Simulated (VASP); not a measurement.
# AlCu3 (Fm-3m) in VASP: a series of runs

Runs on AlCu3. Level: LDA. Tasks: single point, relaxation of cell and atoms.

All numbers are computed with VASP 6.6.1; they aren't measurements. Logs are shortened: lines on timing, memory, paths and dates and some standing lists are left out, and cuts for length are marked.

## (1) The cell of the first run

The structure is cubic, space group Fm-3m (No. 225). The conventional cell has a = 5.700 Å, b = 5.700 Å, c = 5.700 Å, α = 90.00°, β = 90.00°, γ = 90.00°. Al (site symmetry m-3m) has 14 Cu at 2.47 to 2.85 Å within 3.3 Å. Within 3.3 Å of Cu (site symmetry m-3m) lie 8 Cu at 2.47 Å and 6 Al at 2.85 Å. Within 3.3 Å of Cu (site symmetry -43m) lie 4 Al at 2.47 Å and 10 Cu at 2.47 to 2.85 Å.

## (2) Single point, LDA

INCAR reads:

```
PREC = Accurate ; ENCUT = 520
EDIFF = 1E-6 ; ISMEAR = -1
SIGMA = 0.05 ; LREAL = False
LASPH = True ; NELM = 80
ALGO = Normal ; ISIF = 2
LWAVE = False ; LCHARG = False
GGA = CA ; NBANDS = 26
```

KPOINTS reads:

```
Automatic mesh
0
Gamma
  10 10 10
```

POSCAR reads:

```
AlCu3
1.0
    0.0000000000      2.8499484145      2.8499484145
    2.8499484145      0.0000000000      2.8499484145
    2.8499484145      2.8499484145      0.0000000000
Al Cu
1 3
Direct
    0.0000000000      0.0000000000      0.0000000000
    0.5000000000      0.5000000000      0.5000000000
    0.2500000000      0.2500000000      0.2500000000
    0.7500000000      0.7500000000      0.7500000000
```

Potentials or basis: VASP PAW LDA potentials, release 64 (Al, Cu).

Command:

```console
$ cat potpaw_LDA.64/Al/POTCAR potpaw_LDA.64/Cu/POTCAR > POTCAR
$ mpirun -np 1 vasp_std > vasp.out
```

OUTCAR:

```text
PREC = Accurate
   ENCUT = 520
   EDIFF = 1E-6
   ISMEAR = -1
   LREAL = False
   LASPH = True
   NELM = 80
   ISIF = 2
   GGA = CA

 ion  position               nearest neighbor table
   1  0.000  0.000  0.000-   4 2.47   4 2.47   4 2.47   3 2.47   4 2.47   3 2.47   3 2.47   3 2.47
                             2 2.85   2 2.85   2 2.85   2 2.85   2 2.85   2 2.85
   2  0.500  0.500  0.500-   3 2.47   3 2.47   3 2.47   3 2.47   4 2.47   4 2.47   4 2.47   4 2.47
                             1 2.85   1 2.85   1 2.85   1 2.85   1 2.85   1 2.85
   3  0.250  0.250  0.250-   1 2.47   1 2.47   1 2.47   1 2.47   2 2.47   2 2.47   2 2.47   2 2.47

   4  0.750  0.750  0.750-   2 2.47   2 2.47   2 2.47   1 2.47   2 2.47   1 2.47   1 2.47   1 2.47

  LATTYP: Found a face centered cubic cell.
 ALAT       =     5.6998968290

  Lattice vectors:

 A1 = (   0.0000000000,   2.8499484145,   2.8499484145)
 A2 = (   2.8499484145,   0.0000000000,   2.8499484145)
 A3 = (   2.8499484145,   2.8499484145,   0.0000000000)

Analysis of symmetry for initial positions (statically):
=====================================================================
 Subroutine PRICEL returns:
 Original cell was already a primitive cell.

 Routine SETGRP: Setting up the symmetry group for a
 face centered cubic supercell.

 Subroutine GETGRP returns: Found 48 space group operations
 (whereof 48 operations were pure point group operations)
 out of a pool of 48 trial point group operations.

The static configuration has the point symmetry O_h .

Analysis of symmetry for dynamics (positions and initial velocities):
=====================================================================
 Subroutine PRICEL returns:
 Original cell was already a primitive cell.

 Routine SETGRP: Setting up the symmetry group for a
 face centered cubic supercell.

 Subroutine GETGRP returns: Found 48 space group operations
 (whereof 48 operations were pure point group operations)
 out of a pool of 48 trial point group operations.

The dynamic configuration has the point symmetry O_h .

 Subroutine INISYM returns: Found 48 space group operations
 (whereof 48 operations are pure point group operations),
 and found     1 'primitive' translations

----------------------------------------------------------------------------------------

                                     Primitive cell

  volume of cell :      46.2957

  direct lattice vectors                    reciprocal lattice vectors
     0.000000000  2.849948415  2.849948415    -0.175441772  0.175441772  0.175441772
     2.849948415  0.000000000  2.849948415     0.175441772 -0.175441772  0.175441772
     2.849948415  2.849948415  0.000000000     0.175441772  0.175441772 -0.175441772

  length of vectors
     4.030435700  4.030435700  4.030435700     0.303874063  0.303874063  0.303874063

  position of ions in fractional coordinates (direct lattice)
     0.000000000  0.000000000  0.000000000
     0.500000000  0.500000000  0.500000000
     0.250000000  0.250000000  0.250000000
     0.750000000  0.750000000  0.750000000

  ion indices of the primitive-cell ions
   primitive index   ion index
                 1           1
                 2           2
                 3           3
                 4           4

----------------------------------------------------------------------------------------

 KPOINTS: Automatic mesh

Automatic generation of k-mesh.
 Grid dimensions read from file:
 generate k-points for:   10   10   10

 Generating k-lattice:

  Cartesian coordinates                     Fractional coordinates (reciprocal lattice)
    -0.017544177  0.017544177  0.017544177     0.100000000  0.000000000  0.000000000
     0.017544177 -0.017544177  0.017544177     0.000000000  0.100000000  0.000000000
     0.017544177  0.017544177 -0.017544177     0.000000000  0.000000000  0.100000000

  Length of vectors
     0.030387406  0.030387406  0.030387406

  Shift w.r.t. Gamma in fractional coordinates (k-lattice)
     0.000000000  0.000000000  0.000000000

 Subroutine IBZKPT returns following result:
 ===========================================

 Found     47 irreducible k-points:

 Following reciprocal coordinates:
            Coordinates               Weight
  0.000000  0.000000  0.000000      1.000000
  0.100000  0.000000  0.000000      8.000000
  0.200000  0.000000  0.000000      8.000000
  0.300000  0.000000  0.000000      8.000000
  0.400000  0.000000  0.000000      8.000000
  0.500000  0.000000  0.000000      4.000000
[... 16 lines left out ...]
  0.300000  0.300000  0.000000      6.000000
  0.400000  0.300000  0.000000     24.000000
 [... further k-points ...]
   k-points           NKPTS =     47   k-points in BZ     NKDIM =     47   number of bands    NBANDS=     26
   number of dos      NEDOS =    301   number of ions     NIONS =      4
   total plane-waves  NPLWV =  27000
   dimension x,y,z NGX =    30 NGY =   30 NGZ =   30
   dimension x,y,z NGXF=    60 NGYF=   60 NGZF=   60
   ions per type =               1   3
   NGX,Y,Z   is equivalent  to a cutoff of  12.37, 12.37, 12.37 a.u.
   NGXF,Y,Z  is equivalent  to a cutoff of  24.75, 24.75, 24.75 a.u.
 SYSTEM =  unknown system
   PREC   = accura    normal or accurate (medium, high low for compatibility)
   ISTART =      0    job   : 0-new  1-cont  2-samecut
   ICHARG =      2    charge: 1-file 2-atom 10-const
   ISPIN  =      1    spin polarized calculation?
   LNONCOLLINEAR =      F non collinear calculations
   LSORBIT =      F    spin-orbit coupling
   LASPH  =      T    aspherical Exc in radial PAW
   ENCUT  =  520.0 eV  38.22 Ry    6.18 a.u.   7.49  7.49  7.49*2*pi/ulx,y,z
   NELM   =     80;   NELMIN=  2; NELMDL= -5     # of ELM steps
   EDIFF  = 0.1E-05   stopping-criterion for ELM
   LREAL  =      F    real-space projection
   EDIFFG = 0.1E-04   stopping-criterion for IOM
   NSW    =      0    number of steps for IOM
   IBRION =     -1    ionic relax: 0-MD 1-quasi-New 2-CG
   NFREE  =      0    steps in history (QN), initial steepest desc. (CG)
   ISIF   =      2    stress and relaxation
   ISYM   =      2    0-nonsym 1-usesym 2-fastsym
   POTIM  = 0.5000    time-step for ionic-motion
   TEBEG  =    0.0;   TEEND  =   0.0 temperature during run
   PSTRESS=    0.0 pullay stress
   NELECT =      36.0000    total number of electrons
   NUPDOWN=      -1.0000    fix difference up-down
   EMIN   =  10.00;   EMAX   =-10.00  energy-range for DOS
   EFERMI =   0.00;   METHOD = LEGACY
   ISMEAR =    -1;   SIGMA  =   0.05  broadening in eV -4-tet -1-fermi 0-gaus
   EFERMI_NEDOS =   21; number of points for ismear=-14 and -15
   IALGO  =     38    algorithm
   IMIX   =      4    mixing-type and parameters
     AMIX     =   0.40;   BMIX     =  1.00
     AMIX_MAG =   1.60;   BMIX_MAG =  1.00
  volume/ion in A,a.u.               =      11.57        78.10
  Fermi-wavevector in a.u.,A,eV,Ry     =   1.505435  2.844860 30.835352  2.266334
  Thomas-Fermi vector in A             =   2.616284
   LORBIT       =      0    0 simple, 1 ext, 2 COOP (PROOUT), +10 PAW based schemes
   GGA     = CA    functional components
   LHFCALC =     F    Hartree Fock is set to
   AEXX    =    0.0000 exact exchange contribution
   IVDW    =     0    specifies the selected vdW correction
   LEPSILON=     F    determine dielectric tensor
   LRPA    =     F    only Hartree local field effects (RPA)
 non-spin polarized calculation
  energy-cutoff  :      520.00
  volume of cell :       46.30
 maximum number of plane-waves:      1266
 NGX is ok and might be reduce to    30
   NGX = 15   NGY = 15   NGZ = 15

 number of electron      36.0000030 magnetization

 Free energy of the ion-electron system (eV)
  ---------------------------------------------------
  ext. energy  EPLUGINS =         0.00000000
  ---------------------------------------------------
  free energy    TOTEN  =       -19.04998956 eV

  energy without entropy =      -19.04054916  energy(sigma->0) =      -19.04526936

 E-fermi :   9.0565     XC(G=0): -12.8514

 val. band max:        9.0309536479   @ k =   0.4000   0.2000   0.1000
 cond. band min:       9.1355214937   @ k =   0.4000   0.3000   0.1000
 fundamental gap:      0.1045678458
 Fermi energy:         9.0565104681

 k-point     1 :       0.0000    0.0000    0.0000
  band No.  band energies     occupation
      1      -1.9243      2.00000
      2       3.9959      2.00000
      3       3.9959      2.00000
      4       4.1023      2.00000
      5       4.1023      2.00000
      6       4.1023      2.00000
[... 18 lines left out ...]
     25      15.9308      0.00000
     26      15.9308      0.00000

 k-point     2 :       0.1000    0.0000    0.0000
  band No.  band energies     occupation
      1      -1.7816      2.00000
      2       3.9673      2.00000
      3       3.9673      2.00000
      4       4.0461      2.00000
      5       4.1943      2.00000
      6       4.1943      2.00000
[... 18 lines left out ...]
     25      15.5651      0.00000
     26      15.9144      0.00000

 k-point     3 :       0.2000    0.0000    0.0000
  band No.  band energies     occupation
      1      -1.3583      2.00000
      2       3.8773      2.00000
      3       3.9747      2.00000
      4       3.9747      2.00000
      5       4.3597      2.00000
      6       4.3597      2.00000
[... 18 lines left out ...]
     25      15.7827      0.00000
     26      16.6826      0.00000

 k-point     4 :       0.3000    0.0000    0.0000
  band No.  band energies     occupation
      1      -0.6704      2.00000
      2       3.4418      2.00000
      3       4.0364      2.00000
      4       4.0364      2.00000
      5       4.5228      2.00000
      6       4.5228      2.00000
[... 18 lines left out ...]
     25      17.0009      0.00000
     26      18.0730      0.00000

 k-point     5 :       0.4000    0.0000    0.0000
  band No.  band energies     occupation
      1       0.2470      2.00000
      2       2.5316      2.00000
      3       4.1182      2.00000
      4       4.1182      2.00000
      5       4.5850      2.00000
      6       4.6234      2.00000
[... 18 lines left out ...]
     25      18.5096      0.00000
     26      19.8221      0.00000

 k-point     6 :       0.5000    0.0000    0.0000
  band No.  band energies     occupation
      1       1.1607      2.00000
      2       1.5725      2.00000
      3       4.1583      2.00000
      4       4.1583      2.00000
      5       4.6062      2.00000
      6       4.6512      2.00000
[... 427 lines left out ...]
 k-point    21 :      -0.3000    0.2000    0.0000
  band No.  band energies     occupation
      1       0.3651      2.00000
      2       3.0497      2.00000
      3       3.8858      2.00000
      4       4.1440      2.00000
      5       4.2756      2.00000
      6       4.6665      2.00000
[... 18 lines left out ...]
     25      18.3253      0.00000
     26      19.9672      0.00000

 k-point    22 :      -0.2000    0.2000    0.0000
  band No.  band energies     occupation
      1      -0.4483      2.00000
      2       3.4807      2.00000
      3       4.0077      2.00000
      4       4.2638      2.00000
      5       4.2706      2.00000
      6       4.6002      2.00000
[... 18 lines left out ...]
     25      17.9122      0.00000
     26      20.5251      0.00000

 k-point    23 :       0.3000    0.3000    0.0000
  band No.  band energies     occupation
      1      -0.2685      2.00000
      2       3.1819      2.00000
      3       4.1724      2.00000
      4       4.2503      2.00000
      5       4.4405      2.00000
      6       4.5029      2.00000
[... 18 lines left out ...]
     25      19.9154      0.00000
     26      20.5462      0.00000

 k-point    24 :       0.4000    0.3000    0.0000
  band No.  band energies     occupation
      1       0.3734      2.00000
      2       3.0134      2.00000
      3       3.9288      2.00000
      4       4.1383      2.00000
      5       4.5510      2.00000
      6       4.5862      2.00000
[... 18 lines left out ...]
     25      20.2980      0.00000
     26      21.5960      0.00000

 [... further k-points ...]
[... 5 lines left out ...]
  --------------------------------------------------------------------------------------
  -------------------------------------------------------------------------------------
  Total        0.2025552      0.2025552      0.2025552     -0.0000000      0.0000000      0.0000000
  in kB        7.0099186      7.0099186      7.0099186     -0.0000000      0.0000000      0.0000000
  external PRESSURE =       7.0099186 kB  Pullay stress =       0.0000000 kB

 VOLUME and BASIS-vectors are now :
 -----------------------------------------------------------------------------
  energy-cutoff  :      520.00
  volume of cell :       46.30
      direct lattice vectors                 reciprocal lattice vectors
     0.000000000  2.849948415  2.849948415    -0.175441772  0.175441772  0.175441772
     2.849948415  0.000000000  2.849948415     0.175441772 -0.175441772  0.175441772
     2.849948415  2.849948415  0.000000000     0.175441772  0.175441772 -0.175441772

 POSITION                                       TOTAL-FORCE (eV/Angst)
 -----------------------------------------------------------------------------------
      0.00000      0.00000      0.00000         0.000000      0.000000      0.000000
      2.84995      2.84995      2.84995         0.000000      0.000000      0.000000
      1.42497      1.42497      1.42497        -0.000000     -0.000000     -0.000000
      4.27492      4.27492      4.27492         0.000000      0.000000     -0.000000
 -----------------------------------------------------------------------------------
    total drift:                                0.000000     -0.000000      0.000000

  FREE ENERGIE OF THE ION-ELECTRON SYSTEM (eV)
  ---------------------------------------------------
  free  energy   TOTEN  =       -19.0499895596 eV

  energy  without entropy=      -19.0405491591  energy(sigma->0) =      -19.04526936
```

Run time: 26 s. Hardware: 1 thread of Intel Xeon 6975P-C (Granite Rapids), shared host; peak memory 0.17 GiB.

What came out:

```
Free energy            : -19.0500 eV
Pressure               : 0.7 GPa
Band gap on the k mesh : zero (band 18 reaches 12.80 eV, above the bottom of band 19 at 6.77 eV)
```

## (3) Relaxation of cell and atoms, LDA

This run uses another cell than the first one, of 12.04 Å³/atom, 1.041 times its volume.

INCAR reads:

```
ALGO = Normal
EDIFF = 1E-6
EDIFFG = -0.002
ENCUT = 600
GGA = CA
IBRION = 2
ISIF = 3
ISMEAR = -1
LASPH = T
LCHARG = F
LREAL = F
LWAVE = F
NELM = 80
NSW = 100
PREC = Accurate
SIGMA = 0.05
```

KPOINTS reads:

```
k-points
0
Gamma
  10 10 10
```

POSCAR reads:

```
AlCu3
1.0
    0.0000000000      2.8880109880      2.8880109880
    2.8880109880      0.0000000000      2.8880109880
    2.8880109880      2.8880109880      0.0000000000
Al Cu
1 3
Direct
    0.0000000000      0.0000000000      0.0000000000
    0.5000000000      0.5000000000      0.5000000000
    0.2500000000      0.2500000000      0.2500000000
    0.7500000000      0.7500000000      0.7500000000
```

Potentials or basis: VASP PAW LDA potentials, release 64 (Al, Cu).

Command:

```console
$ cat potpaw_LDA.64/Al/POTCAR potpaw_LDA.64/Cu/POTCAR > POTCAR
$ mpirun -np 1 vasp_std > vasp.out
```

Run time: 7.5 min. Hardware: 1 thread of Intel Xeon 6975P-C, shared host; peak memory 0.21 GiB.

Results (log left out):

| Quantity | Value |
| --- | --- |
| Free energy | -19.0510 eV |
| Relaxed volume | 11.61 Å³/atom |
| Relaxed cell | a = 4.034 Å, b = 4.034 Å, c = 4.034 Å, α = 60.00°, β = 60.00°, γ = 60.00° |
| Space group after relaxing (to 0.05 Å) | Fm-3m (No. 225) |
| Energy gained by relaxing | 7.3 meV/atom |
| Ionic steps | 11 |
| Pressure after relaxing | 0.0 GPa |
| Band gap on the k mesh | zero (band 18 reaches 12.76 eV, above the bottom of band 19 at 6.74 eV) |

The path:
| step | energy change (eV) | largest force (eV/Å) | pressure (GPa) | volume (Å³) |
| --- | --- | --- | --- | --- |
| 1 | 0.0000 | 0.0000 | -5.36 | 48.18 |
| 2 | -0.0163 | 0.0000 | 3.29 | 45.42 |
| 3 | -0.0293 | 0.0000 | -0.05 | 46.51 |
| 4 | -0.0293 | 0.0000 | -0.21 | 46.48 |
| 5 | -0.0261 | 0.0000 | 1.89 | 45.95 |
| 6 | -0.0293 | 0.0000 | 0.22 | 46.42 |
| 7 | -0.0293 | 0.0000 | 0.04 | 46.52 |
| 8 | -0.0293 | 0.0000 | -0.06 | 46.54 |
| 9 | -0.0293 | 0.0000 | -0.24 | 46.53 |
| 10 | -0.0293 | 0.0000 | -0.20 | 46.52 |
| 11 | -0.0293 | 0.0000 | 0.02 | 46.43 |

Final structure:
```xyz
4
Lattice="0.0000 2.8527 2.8527 2.8527 0.0000 2.8527 2.8527 2.8527 0.0000" Properties=species:S:1:pos:R:3 pbc="T T T"
Al    0.0000    0.0000    0.0000
Cu    2.8527    2.8527    2.8527
Cu    1.4264    1.4264    1.4264
Cu    4.2791    4.2791    4.2791
```

Levels at points of the mesh, in eV from the Fermi level:
```csv
k point,band 16,band 17,band 18,band 19,band 20,band 21
"(0.00, 0.00, 0.00)",-2.69,3.74,3.74,3.74,4.21,4.21
"(0.50, 0.00, 0.00)",-2.65,-2.35,2.64,2.64,2.95,2.95
"(0.50, 0.50, 0.00)",-2.50,-2.31,-2.31,-2.28,1.98,2.40
```
